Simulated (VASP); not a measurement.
# Cu5Mo (P4/nmm) in VASP: single point with PBE

Aim: the single point of Cu5Mo with PBE.

All numbers are computed with VASP 6.6.1; they aren't measurements. Logs are shortened: lines on timing, memory, paths and dates and some standing lists are left out, and cuts for length are marked.

### 1 The cell of the first run

Symmetry: P4/nmm, No. 129, tetragonal system. The conventional cell has a = 2.624 Å, b = 2.624 Å, c = 22.000 Å, α = 90.00°, β = 90.00°, γ = 90.00°. Cu (site symmetry 4mm) has 14 Cu at 2.54 to 3.49 Å within 3.5 Å. Within 3.5 Å of Cu (site symmetry 4mm) lie 14 Cu at 2.54 to 3.48 Å. Within 3.5 Å of Cu (site symmetry 4mm) lie 14 Cu at 2.54 to 3.48 Å. Within 3.5 Å of Cu (site symmetry 4mm) lie 9 Cu at 2.56 to 3.49 Å and 4 Mo at 2.72 Å. Within 3.5 Å of Cu (site symmetry 4mm) lie 13 Cu at 2.54 to 3.48 Å. Mo (site symmetry 4mm) has 8 Mo at 2.62 to 2.98 Å and 4 Cu at 2.72 Å within 3.5 Å.

### 2 Single point, PBE, collinear spin

INCAR reads:

```
SYSTEM = Cu5Mo
PREC = Accurate
ENCUT = 600
EDIFF = 1E-6
ISMEAR = 0
SIGMA = 0.1
LREAL = .False.
LASPH = .True.
NELM = 200
ALGO = Normal
ISIF = 2
LWAVE = .False.
LCHARG = .True.
ISPIN = 2
MAGMOM = 0 0 0 0 0 0 0 0 0 0 1 1
LORBIT = 11
LMAXMIX = 4
GGA = PE
LELF = .True.
LVHAR = .True.
NBANDS = 85
GGA_COMPAT = .False.
```

KPOINTS reads:

```
Automatic mesh
0
Gamma
  6 6 1
  0 0 0
```

POSCAR reads:

```
Cu5Mo
1.0
    2.6237793071      0.0000000000      0.0000000000
    0.0000000000      2.6237793071      0.0000000000
    0.0000000000      0.0000000000     22.0001818488
Cu Mo
10 2
Direct
    0.5000000000      0.0000000000      0.6978357654
    0.0000000000      0.5000000000      0.6186732255
    0.5000000000      0.0000000000      0.5395436604
    0.5000000000      0.0000000000      0.8566014819
    0.0000000000      0.5000000000      0.7766915833
    0.0000000000      0.5000000000      0.1433985181
    0.5000000000      0.0000000000      0.2233084167
    0.0000000000      0.5000000000      0.3021642346
    0.5000000000      0.0000000000      0.3813267745
    0.0000000000      0.5000000000      0.4604563396
    0.0000000000      0.5000000000      0.9468715026
    0.5000000000      0.0000000000      0.0531284974
```

Potentials or basis: VASP PAW PBE potentials, release 64 (Cu, Mo_sv).

On the command line:

```sh
> cat potpaw_PBE.64/Cu/POTCAR potpaw_PBE.64/Mo_sv/POTCAR > POTCAR
> mpirun -np 1 vasp_std > vasp.out
```

OUTCAR:

```text
SYSTEM = Cu5Mo
   PREC = Accurate
   ENCUT = 600
   EDIFF = 1E-6
   ISMEAR = 0
   LREAL = .False.
   LASPH = .True.
   NELM = 200
   ISIF = 2
   ISPIN = 2
   LORBIT = 11
   GGA = PE

 ion  position               nearest neighbor table
   1  0.500  0.000  0.698-   5 2.54   5 2.54   5 2.54   5 2.54   2 2.54   2 2.54   2 2.54   2 2.54

   2  0.000  0.500  0.619-   3 2.54   3 2.54   3 2.54   3 2.54   1 2.54   1 2.54   1 2.54   1 2.54

   3  0.500  0.000  0.540-  10 2.54  10 2.54  10 2.54  10 2.54   2 2.54   2 2.54   2 2.54   2 2.54
[... 15 lines left out ...]
  11  0.000  0.500  0.947-   4 2.72   4 2.72   4 2.72   4 2.72  12 2.98  12 2.98  12 2.98  12 2.98

  12  0.500  0.000  0.053-   6 2.72   6 2.72   6 2.72   6 2.72  11 2.98  11 2.98  11 2.98  11 2.98

  LATTYP: Found a simple tetragonal cell.
 ALAT       =     2.6237793071
 C/A-ratio  =     8.3849208618

  Lattice vectors:

 A1 = (   2.6237793071,   0.0000000000,   0.0000000000)
 A2 = (   0.0000000000,   2.6237793071,   0.0000000000)
 A3 = (   0.0000000000,   0.0000000000,  22.0001818488)

Analysis of symmetry for initial positions (statically):
=====================================================================
 Subroutine PRICEL returns:
 Original cell was already a primitive cell.

 Routine SETGRP: Setting up the symmetry group for a
 simple tetragonal supercell.

 Subroutine GETGRP returns: Found 16 space group operations
 (whereof  8 operations were pure point group operations)
 out of a pool of 16 trial point group operations.

The static configuration has the point symmetry D_2d.
 The point group associated with its full space group is D_4h.

Analysis of symmetry for dynamics (positions and initial velocities):
=====================================================================
 Subroutine PRICEL returns:
 Original cell was already a primitive cell.

 Routine SETGRP: Setting up the symmetry group for a
 simple tetragonal supercell.

 Subroutine GETGRP returns: Found 16 space group operations
 (whereof  8 operations were pure point group operations)
 out of a pool of 16 trial point group operations.

The dynamic configuration has the point symmetry D_2d.
 The point group associated with its full space group is D_4h.

Analysis of structural, dynamic, and magnetic symmetry:
=====================================================================
 Subroutine PRICEL returns:
 Original cell was already a primitive cell.

 Routine SETGRP: Setting up the symmetry group for a
 simple tetragonal supercell.

 Subroutine GETGRP returns: Found 16 space group operations
 (whereof  8 operations were pure point group operations)
 out of a pool of 16 trial point group operations.

The overall configuration has the point symmetry D_2d.
 The point group associated with its full space group is D_4h.

 Subroutine INISYM returns: Found 16 space group operations
 (whereof  8 operations are pure point group operations),
 and found     1 'primitive' translations

----------------------------------------------------------------------------------------

                                     Primitive cell

  volume of cell :     151.4540

  direct lattice vectors                    reciprocal lattice vectors
     2.623779307  0.000000000  0.000000000     0.381129616  0.000000000  0.000000000
     0.000000000  2.623779307  0.000000000     0.000000000  0.381129616  0.000000000
     0.000000000  0.000000000 22.000181849     0.000000000  0.000000000  0.045454170

  length of vectors
     2.623779307  2.623779307 22.000181849     0.381129616  0.381129616  0.045454170

  position of ions in fractional coordinates (direct lattice)
     0.500000000  0.000000000  0.697835765
     0.000000000  0.500000000  0.618673225
     0.500000000  0.000000000  0.539543660
     0.500000000  0.000000000  0.856601482
     0.000000000  0.500000000  0.776691583
     0.000000000  0.500000000  0.143398518
[... 65 lines left out ...]
   ions per type =              10   2
   NGX,Y,Z   is equivalent  to a cutoff of  15.21, 15.21, 13.60 a.u.
   NGXF,Y,Z  is equivalent  to a cutoff of  30.41, 30.41, 27.20 a.u.
 SYSTEM =  Cu5Mo
   PREC   = accura    normal or accurate (medium, high low for compatibility)
   ISTART =      0    job   : 0-new  1-cont  2-samecut
   ICHARG =      2    charge: 1-file 2-atom 10-const
   ISPIN  =      2    spin polarized calculation?
   LNONCOLLINEAR =      F non collinear calculations
   LSORBIT =      F    spin-orbit coupling
   LASPH  =      T    aspherical Exc in radial PAW
   ENCUT  =  600.0 eV  44.10 Ry    6.64 a.u.   5.24  5.24 43.94*2*pi/ulx,y,z
   NELM   =    200;   NELMIN=  2; NELMDL= -5     # of ELM steps
   EDIFF  = 0.1E-05   stopping-criterion for ELM
   LREAL  =      F    real-space projection
[... 7 lines left out ...]
   TEBEG  =    0.0;   TEEND  =   0.0 temperature during run
   PSTRESS=    0.0 pullay stress
   NELECT =     138.0000    total number of electrons
   NUPDOWN=      -1.0000    fix difference up-down
   EMIN   =  10.00;   EMAX   =-10.00  energy-range for DOS
   EFERMI =   0.00;   METHOD = LEGACY
   ISMEAR =     0;   SIGMA  =   0.10  broadening in eV -4-tet -1-fermi 0-gaus
   EFERMI_NEDOS =   21; number of points for ismear=-14 and -15
   IALGO  =     38    algorithm
   IMIX   =      4    mixing-type and parameters
     AMIX     =   0.40;   BMIX     =  1.00
     AMIX_MAG =   1.60;   BMIX_MAG =  1.00
  volume/ion in A,a.u.               =      12.62        85.17
  Fermi-wavevector in a.u.,A,eV,Ry     =   1.587112  2.999207 34.272047  2.518924
  Thomas-Fermi vector in A             =   2.686320
   LORBIT       =     11    0 simple, 1 ext, 2 COOP (PROOUT), +10 PAW based schemes
   GGA     = PE    functional components
   LHFCALC =     F    Hartree Fock is set to
   AEXX    =    0.0000 exact exchange contribution
   IVDW    =     0    specifies the selected vdW correction
   LEPSILON=     F    determine dielectric tensor
   LRPA    =     F    only Hartree local field effects (RPA)
 spin polarized calculation
 Gauss-broadening in eV      SIGMA  =   0.10
  energy-cutoff  :      600.00
  volume of cell :      151.45
 maximum number of plane-waves:      5120
 NGX is ok and might be reduce to    24
   NGX = 11   NGY = 11   NGZ = 87

 number of electron     138.0000065 magnetization       0.0001492

 number of electron     138.0000065 magnetization      -0.0001925

 Free energy of the ion-electron system (eV)
  ---------------------------------------------------
  ext. energy  EPLUGINS =         0.00000000
  ---------------------------------------------------
  free energy    TOTEN  =       -58.50096978 eV

  energy without entropy =      -58.48096187  energy(sigma->0) =      -58.49096583

 E-fermi :   8.3779     XC(G=0): -12.7797

 val. band max:        8.2059156963   @ k =   0.3333   0.1667   0.0000
 cond. band min:       8.3876464445   @ k =   0.5000   0.1667   0.0000
 fundamental gap:      0.1817307482
 Fermi energy:         8.3779260896

 spin component 1

 k-point     1 :       0.0000    0.0000    0.0000
  band No.  band energies     occupation
      1     -52.6987      1.00000
      2     -52.6202      1.00000
      3     -26.9794      1.00000
      4     -26.5011      1.00000
      5     -26.0714      1.00000
      6     -26.0714      1.00000
[... 829 lines left out ...]
     80      14.9596      0.00000
     81      15.1079      0.00000
 Fermi energy:         8.3779260896

 spin component 2

 k-point     1 :       0.0000    0.0000    0.0000
  band No.  band energies     occupation
      1     -52.6987      1.00000
      2     -52.6202      1.00000
      3     -26.9794      1.00000
      4     -26.5011      1.00000
      5     -26.0714      1.00000
      6     -26.0714      1.00000
[... 829 lines left out ...]
     80      14.9596      0.00000
     81      15.1078      0.00000
 [bands above 81 left out]

------------------------ aborting loop because EDIFF is reached ----------------------------------------

  FORCE on cell =-STRESS in cart. coord.  units (eV):
  Direction    XX          YY          ZZ          XY          YZ          ZX
  --------------------------------------------------------------------------------------
  -------------------------------------------------------------------------------------
  Total        0.0944439      0.0944439      0.8743348      0.0000000      0.0000000     -0.0000000
  in kB        0.9990872      0.9990872      9.2492703      0.0000000      0.0000000     -0.0000000
  external PRESSURE =       3.7491482 kB  Pullay stress =       0.0000000 kB

 VOLUME and BASIS-vectors are now :
 -----------------------------------------------------------------------------
  energy-cutoff  :      600.00
  volume of cell :      151.45
      direct lattice vectors                 reciprocal lattice vectors
     2.623779307  0.000000000  0.000000000     0.381129616  0.000000000  0.000000000
     0.000000000  2.623779307  0.000000000     0.000000000  0.381129616  0.000000000
     0.000000000  0.000000000 22.000181849     0.000000000  0.000000000  0.045454170

 POSITION                                       TOTAL-FORCE (eV/Angst)
 -----------------------------------------------------------------------------------
      1.31189      0.00000     15.35251         0.000000      0.000000      0.010541
      0.00000      1.31189     13.61092        -0.000000     -0.000000     -0.002779
      1.31189      0.00000     11.87006         0.000000      0.000000     -0.001387
      1.31189      0.00000     18.84539         0.000000      0.000000     -0.010198
      0.00000      1.31189     17.08736         0.000000      0.000000      0.015899
      0.00000      1.31189      3.15479        -0.000000      0.000000      0.010198
      1.31189      0.00000      4.91283        -0.000000      0.000000     -0.015899
      0.00000      1.31189      6.64767        -0.000000      0.000000     -0.010541
      1.31189      0.00000      8.38926         0.000000      0.000000      0.002779
      0.00000      1.31189     10.13012        -0.000000      0.000000      0.001387
      0.00000      1.31189     20.83135         0.000000      0.000000      0.061079
      1.31189      0.00000      1.16884        -0.000000      0.000000     -0.061079
 -----------------------------------------------------------------------------------
    total drift:                                0.000000      0.000000      0.000000

  FREE ENERGIE OF THE ION-ELECTRON SYSTEM (eV)
  ---------------------------------------------------
  free  energy   TOTEN  =       -58.5009697813 eV

  energy  without entropy=      -58.4809618705  energy(sigma->0) =      -58.49096583

 total charge

# of ion       s       p       d       tot
------------------------------------------
    1        0.448   0.367   9.175   9.990
    2        0.442   0.370   9.174   9.986
    3        0.445   0.369   9.175   9.989
    4        0.466   0.426   9.131  10.022
    5        0.444   0.369   9.176   9.989
    6        0.466   0.426   9.131  10.022
    7        0.444   0.369   9.176   9.989
    8        0.448   0.367   9.175   9.990
    9        0.442   0.370   9.174   9.986
   10        0.445   0.369   9.175   9.989
   11        2.368   6.161   3.983  12.513
   12        2.368   6.161   3.983  12.513
--------------------------------------------------
tot          9.226  16.124  99.626 124.976

 magnetization (x)

# of ion       s       p       d       tot
------------------------------------------
    1        0.000  -0.000   0.000   0.000
    2        0.000   0.000  -0.000   0.000
    3        0.000  -0.000  -0.000  -0.000
    4       -0.000  -0.000  -0.000  -0.000
    5        0.000  -0.000   0.000   0.000
    6       -0.000  -0.000  -0.000  -0.000
    7        0.000  -0.000   0.000   0.000
    8        0.000  -0.000   0.000   0.000
    9        0.000   0.000  -0.000   0.000
   10        0.000  -0.000  -0.000  -0.000
   11        0.000  -0.000   0.000   0.000
   12        0.000  -0.000   0.000   0.000
--------------------------------------------------
tot          0.000  -0.000   0.000   0.000
```

Run time: 15 min. Hardware: 1 thread of Intel Xeon Platinum 8259CL at 2.50GHz (Skylake/Cascade Lake), shared host; peak memory 0.51 GiB.

Results:

```
Free energy                                           : -58.5010 eV
Pressure                                              : 0.4 GPa
Largest force                                         : 0.061 eV/Å
Band gap on the k mesh                                : zero (filled and empty bands overlap)
Net moment                                            : 0.00 μB per cell
Valence electrons inside the program's atomic spheres : Cu 9.99, 10.02 (each value once); Mo 12.51
```

Forces on the atoms (eV/Å):
```
Cu   0.000  0.000  0.011
Cu   0.000  0.000 -0.003
Cu   0.000  0.000 -0.001
Cu   0.000  0.000 -0.010
Cu   0.000  0.000  0.016
Cu   0.000  0.000  0.010
Cu   0.000  0.000 -0.016
Cu   0.000  0.000 -0.011
Cu   0.000  0.000  0.003
Cu   0.000  0.000  0.001
Mo   0.000  0.000  0.061
Mo   0.000  0.000 -0.061
```

Caveat: the k points lie up to 0.40 Å⁻¹ apart, too coarse for converged energies and pressures of a metal.

The gap in the log of VASP goes by the Fermi energy; the results here count the filled bands.